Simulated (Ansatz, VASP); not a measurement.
# Ti: VASP beside Ansatz

Contents of INCAR:

```
SYSTEM = Ti
ALGO = Fast
EDIFF = 1E-6
ENCUT = 520
GGA = PS
ISIF = 2
ISMEAR = 0
LASPH = .True.
LCHARG = .False.
LREAL = .False.
LWAVE = .False.
NBANDS = 19
NELM = 80
PREC = Accurate
SIGMA = 0.15
```

The input KPOINTS:

```
k-points
0
Gamma
  24 24 14
  0 0 0
```

The input POSCAR:

```
Ti
1.0
    2.8714308484      0.0000000000      0.0000000000
   -1.4357154242      2.5369690712      0.0000000000
    0.0000000000      0.0000000000      4.5909904469
Ti
2
Direct
    0.3333333333      0.6666666667      0.2500000000
    0.6666666667      0.3333333333      0.7500000000
```

Input for Ansatz:

```yaml
crystal:
  lattice:
    - [2.8714308484, 0.0, 0.0]
    - [-1.4357154242, 2.5369690712, 0.0]
    - [0.0, 0.0, 4.5909904469]
  atoms:
    - { symbol: Ti, position: [0.3333333333, 0.6666666667, 0.25] }
    - { symbol: Ti, position: [0.6666666667, 0.3333333333, 0.75] }
basis:
  ecutwfc: 420
kpoints:
  mp_grid: { grid: [24, 24, 14] }
hamiltonian:
  xc: pbesol
scf:
  occupations: { method: gaussian, width: 0.15 }
output:
  forces: true
  stress: true
  eigenvalues: true
```

Change from the starting cell: strain -0.0100 x Voigt [1, -1, 0, 0, 0, 0], atoms carried along.

Alike in both runs: task single point; functional PBEsol; k mesh 24 × 24 × 14; occupations gaussian, width 0.15 eV; no spin polarisation.

|  | VASP | Ansatz |
| --- | --- | --- |
| version | VASP 6.6.1 | Ansatz 0.2.0 |
| potentials or method | VASP PAW PBE potentials, release 64 (Ti_sv), cutoff 520 eV | scalar-relativistic, plane waves, PAW |
| valence electrons in the cell | 24 | 24 |

Ansatz gave:

| Property | Result |
| --- | --- |
| gap on the k mesh at the Fermi level (eV) | none |
| pressure (GPa) | 0.1 |
| traceless stress, the component that is largest in VASP (GPa) | 1.37 |
| rms of the force components (eV/Å) | 0.031 |

Task: Which values does VASP return?

Result: gap on the k mesh at the Fermi level (eV): none; pressure (GPa): -0.3; traceless stress, the component that is largest in VASP (GPa): 1.36; rms of the force components (eV/Å): 0.031.

VASP's potentials were made for PBE, not for PBEsol. Atom by atom the forces differ by 0.000 eV/Å (rms over components). A gap of «none» marks a metal or a gap that the smearing closes.
